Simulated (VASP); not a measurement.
Wanted: the native input for a VASP 6.6.1 run.

- Task: relaxation of cell and atoms
- Functional: r2SCAN
- Potentials or basis: VASP PAW PBE potentials, release 64 (Sb)
- Cutoff: 600 eV
- k mesh: 16 × 16 × 16
- Occupations: gaussian, width 0.1 eV
- Spin: no spin polarisation
- Dipole correction: no
- Further INCAR settings: ALGO = Normal; EDIFF = 1e-06; IBRION = 2; EDIFFG = -0.01; NSW = 80; ISIF = 3

Sb:

```
Sb
1.0
     0.00000    2.39449    2.39449
     2.39449    0.00000    2.39449
     2.39449    2.39449    0.00000
Sb
1
Direct
  0.00000 0.00000 0.00000
```

One way to write it, as run:

POSCAR

```
Sb
1.0
    0.0000000000      2.3944861795      2.3944861795
    2.3944861795      0.0000000000      2.3944861795
    2.3944861795      2.3944861795      0.0000000000
Sb
1
Direct
    0.0000000000      0.0000000000      0.0000000000
```

INCAR.step1

```
SYSTEM = Sb
  ALGO = Normal
  EDIFF = 1E-4
  ENCUT = 600
  GGA = PE
  ISMEAR = 0
  LASPH = .True.
  LCHARG = .False.
  LREAL = .False.
  LWAVE = .True.
  NELM = 100
  PREC = Accurate
  SIGMA = 0.1
```

INCAR.step2

```
SYSTEM = Sb
  ALGO = Normal
  EDIFF = 1E-6
  EDIFFG = -0.01
  ENCUT = 600
  IBRION = 2
  ISIF = 3
  ISMEAR = 0
  ISTART = 1
  LASPH = .True.
  LCHARG = .False.
  LMIXTAU = .True.
  LREAL = .False.
  LWAVE = .False.
  METAGGA = R2SCAN
  NELM = 100
  NSW = 80
  PREC = Accurate
  SIGMA = 0.1
```

KPOINTS

```
k-points
0
Gamma
  16 16 16
  0 0 0
```

Potentials or basis: VASP PAW PBE potentials, release 64 (Sb).

Launch:

```bash
$ cat potpaw_PBE.64/Sb/POTCAR > POTCAR
$ cp INCAR.step1 INCAR
$ mpirun -np 1 vasp_std > vasp.out
$ cp INCAR.step2 INCAR
$ mpirun -np 1 vasp_std > vasp.out
```

It gave:

The relaxed volume is 27.11 Å³/atom, the relaxed cell is a = 3.372 Å, b = 3.372 Å, c = 3.372 Å, α = 60.00°, β = 60.00°, γ = 60.00° and the space group after relaxing (to 0.05 Å) is Fm-3m (No. 225). The energy gained by relaxing is 0.8 meV/atom, the ionic steps are 3 and the pressure after relaxing is 0.0 GPa.

Caveat: the PAW data sets were made with another functional, which shifts forces and pressure a little.

It took 4.5 min on 1 thread of Intel(R) Xeon(R) Platinum 8488C (Sapphire Rapids) (shared host), peak memory 0.18 GiB.
